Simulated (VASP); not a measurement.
Input of a VASP 6.6.1 run:

Contents of INCAR:

```
SYSTEM = Mo
ALGO     = Fast           ! electronic algorithm
EDIFF    = 1E-7           ! SCF threshold, eV
ENCUT    = 520            ! plane-wave cutoff, eV
GGA      = PE             ! functional
ISIF     = 2              ! what is computed and relaxed
ISMEAR   = 0              ! smearing method
LASPH    = .TRUE.         ! aspherical terms in the spheres
LCHARG   = .FALSE.        ! write CHGCAR
LREAL    = .FALSE.        ! projectors in reciprocal space
LWAVE    = .FALSE.        ! write WAVECAR
NBANDS   = 13             ! bands
NELM     = 80             ! most SCF steps
PREC     = Accurate       ! precision mode
SIGMA    = 0.1            ! smearing width, eV
```

KPOINTS

```
k-points
0
G
  18 18 18
  0 0 0
```

The input POSCAR:

```
Mo
1.0
   -1.5803010875      1.5803010875      1.5803010875
    1.5803010875     -1.5803010875      1.5803010875
    1.5803010875      1.5803010875     -1.5803010875
Mo
1
Direct
    0.0000000000      0.0000000000      0.0000000000
```

Potentials or basis: VASP PAW PBE potentials, release 64 (Mo_sv).

Run with:

```sh
$ cat potpaw_PBE.64/Mo_sv/POTCAR > POTCAR
$ mpirun -np 1 vasp_std > vasp.out
```

(1) Predict the pressure.

(2) What does it give for the band gap on the k mesh?

## Answers

(1) 0.5 GPa.

(2) zero (band 7 reaches 16.36 eV, above the bottom of band 8 at 11.09 eV).
